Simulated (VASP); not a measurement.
The system is GaN.

```
Ga N
1.0
     0.00000    2.23838    2.23838
     2.23838    0.00000    2.23838
     2.23838    2.23838    0.00000
Ga N
1 1
Cartesian
  0.0000 0.0000 0.0000
  1.1192 1.1192 1.1192
```

Base run:

| Quantity | Value |
| --- | --- |
| Program | VASP 6.6.1 |
| Functional | r2SCAN |
| Dispersion | D4 |
| Potentials or basis | VASP PAW PBE potentials, release 64 (Ga_d, N_h) |
| Cutoff | 1460 eV |
| k mesh | 10 × 10 × 10 |
| Occupations | fermi-dirac, width 0.05 eV |
| Spin | no spin polarisation |

Its results: band gap on the k mesh 2.25 eV; pressure 2.0 GPa.

Problem. The run is repeated on the same cell with these changes: functional from r2SCAN to BLYP; cutoff from 1460 eV to 1330 eV. What comes out?

Solution. Band gap on the k mesh 1.95 eV; pressure 4.4 GPa.

Caveats: the PAW data sets were made with another functional, which shifts forces and pressure a little; the cell stands under pressure (at least some runs).

